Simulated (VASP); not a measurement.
Here is a VASP 6.6.1 calculation.

The input POSCAR:

```
NaH
1.0
    3.0244682903      0.0000000000      0.0000000000
    0.0000000000      3.0244682903      0.0000000000
    0.0000000000      0.0000000000      2.9604893760
Na H
1 1
Direct
    0.0000000000      0.0000000000      0.0000000000
    0.5000000000      0.5000000000      0.5000000000
```

INCAR.step1

```
SYSTEM = NaH
PREC     = Accurate       ! precision mode
ENCUT    = 520            ! plane-wave cutoff, eV
EDIFF    = 1E-5           ! SCF threshold, eV
ISMEAR   = 0              ! smearing method
SIGMA    = 0.01           ! smearing width, eV
LREAL    = .False.        ! projectors in reciprocal space
LASPH    = .True.         ! aspherical terms in the spheres
NELM     = 60             ! most SCF steps
ALGO     = Normal         ! electronic algorithm
ISIF     = 2              ! what is computed and relaxed
LWAVE    = .True.         ! write WAVECAR
LCHARG   = .False.        ! write CHGCAR
NBANDS   = 11             ! bands
GGA      = PE             ! functional
```

Contents of INCAR.step2:

```
SYSTEM = NaH
PREC     = Accurate       ! precision mode
ENCUT    = 520            ! plane-wave cutoff, eV
EDIFF    = 1E-6           ! SCF threshold, eV
ISMEAR   = 0              ! smearing method
SIGMA    = 0.01           ! smearing width, eV
LREAL    = .False.        ! projectors in reciprocal space
LASPH    = .True.         ! aspherical terms in the spheres
NELM     = 60             ! most SCF steps
ALGO     = Normal         ! electronic algorithm
ISIF     = 2              ! what is computed and relaxed
LWAVE    = .False.        ! write WAVECAR
LCHARG   = .False.        ! write CHGCAR
GGA      = PE             ! functional
LHFCALC  = .True.         ! exact exchange
HFSCREEN = 0.2079         ! screening, 1/A
PRECFOCK = Normal       
NBANDS   = 11             ! bands
ISTART   = 1
```

File KPOINTS:

```
Automatic mesh
0
Gamma
  6 6 6
  0 0 0
```

Potentials or basis: VASP PAW PBE potentials, release 64 (Na_pv, H).

The run is started by

```console
$ cat potpaw_PBE.64/Na_pv/POTCAR potpaw_PBE.64/H/POTCAR > POTCAR
$ cp INCAR.step1 INCAR
$ mpirun -np 1 vasp_std > vasp.out
$ cp INCAR.step2 INCAR
$ mpirun -np 1 vasp_std > vasp.out
```

Predict the pressure.

-1.3 GPa.

Estimate the band gap on the k mesh.

1.79 eV, indirect (least direct gap 5.45 eV).

Stress tensor (GPa, compression positive):
```
-2.13  0.00  0.00
 0.00 -2.13  0.00
 0.00  0.00  0.21
```

Caveat: the cell differs from its parent crystal (epitaxial xy strain +3.1%); the PAW data sets were made with another functional, which shifts forces and pressure a little. A k mesh can miss the band edges.
